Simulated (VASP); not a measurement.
Wanted: the native input for a VASP 6.6.1 run.

- Task: single point
- Functional: LDA
- Potentials or basis: VASP PAW LDA potentials, release 64 (Pb_d, F)
- Cutoff: 600 eV
- k mesh: 8 × 8 × 8
- Occupations: fermi-dirac, width 0.05 eV
- Spin: no spin polarisation
- Dipole correction: no
- Further INCAR settings: ALGO = Normal; EDIFF = 1e-06; NBANDS = 21

The structure of PbF2 lies in POSCAR:

```
PbF2
1.0
    0.0000000000      2.9059511836      2.9059511836
    2.9059511836      0.0000000000      2.9059511836
    2.9059511836      2.9059511836      0.0000000000
Pb F
1 2
Direct
    0.0000000000      0.0000000000      0.0000000000
    0.7500000000      0.7500000000      0.7500000000
    0.2500000000      0.2500000000      0.2500000000
```

These files were run (other wordings do the same):

INCAR

```
ALGO = Normal
EDIFF = 1E-6
ENCUT = 600
GGA_COMPAT = F
ISIF = 2
ISMEAR = -1
LASPH = T
LCHARG = F
LREAL = F
LWAVE = F
NBANDS = 21
NELM = 120
PREC = Accurate
SIGMA = 0.05
```

KPOINTS

```
k-points
0
Gamma
  8 8 8
```

Potentials or basis: VASP PAW LDA potentials, release 64 (Pb_d, F).

Launch:

```sh
$ cat potpaw_LDA.64/Pb_d/POTCAR potpaw_LDA.64/F/POTCAR > POTCAR
$ mpirun -np 1 vasp_std > vasp.out
```

Results of the run:

- Pressure: 0.0 GPa
- Band gap on the k mesh: 4.20 eV (least direct gap 4.37 eV)

Caveat: spin-orbit coupling is left out, which moves the levels of the heavy elements.

Run time: 19 s on 1 thread of Intel(R) Xeon(R) 6975P-C (Granite Rapids), on a shared host, peak memory 0.18 GiB.
